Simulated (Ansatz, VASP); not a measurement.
LiF in VASP and in Ansatz

File INCAR:

```
SYSTEM = LiF
PREC     = Accurate       ! precision mode
ENCUT    = 520            ! plane-wave cutoff, eV
EDIFF    = 1E-6           ! SCF threshold, eV
ISMEAR   = 0              ! smearing method
SIGMA    = 0.02           ! smearing width, eV
LREAL    = .FALSE.        ! projectors in reciprocal space
LASPH    = .TRUE.         ! aspherical terms in the spheres
NELM     = 80             ! most SCF steps
ALGO     = Normal         ! electronic algorithm
ISIF     = 2              ! what is computed and relaxed
LWAVE    = .FALSE.        ! write WAVECAR
LCHARG   = .FALSE.        ! write CHGCAR
GGA      = PE             ! functional
NBANDS   = 12             ! bands
```

Contents of KPOINTS:

```
Automatic mesh
0
G
  10 10 10
  0 0 0
```

Contents of POSCAR:

```
LiF
1.0
    0.0000000000      2.0998851712      2.0998851712
    2.0998851712      0.0000000000      2.0998851712
    2.0998851712      2.0998851712      0.0000000000
Li F
1 1
Direct
    0.5000000000      0.5000000000      0.5000000000
    0.0000000000      0.0000000000      0.0000000000
```

Input for Ansatz:

```yaml
crystal:
  lattice:
    - [0.0, 2.0998851712, 2.0998851712]
    - [2.0998851712, 0.0, 2.0998851712]
    - [2.0998851712, 2.0998851712, 0.0]
  atoms:
    - { symbol: Li, position: [0.5, 0.5, 0.5] }
    - { symbol: F, position: [0.0, 0.0, 0.0] }
basis:
  ecutwfc: 420
kpoints:
  mp_grid: { grid: [10, 10, 10] }
hamiltonian:
  xc: pbe
scf:
  occupations: { method: gaussian, width: 0.02 }
output:
  forces: true
  stress: true
  eigenvalues: true
```

Alike in both runs: task single point; functional PBE; k mesh 10 × 10 × 10; occupations gaussian, width 0.02 eV; no spin polarisation.

```csv
,VASP,Ansatz
version,VASP 6.6.1,Ansatz 0.2.0
potentials or method,"VASP PAW PBE potentials, release 64 (Li_sv, F), cutoff 520 eV","scalar-relativistic, plane waves, PAW"
valence electrons in the cell,10,10
```

|  | VASP | Ansatz | Ansatz less VASP |
| --- | --- | --- | --- |
| gap on the k mesh at the Fermi level (eV) | 8.06 | 8.06 | +0.001 |
| least direct gap on the mesh (eV) | 8.06 | 8.06 | +0.001 |

Noted on VASP's run: the cutoff is short for stress, so the pressure is rough.
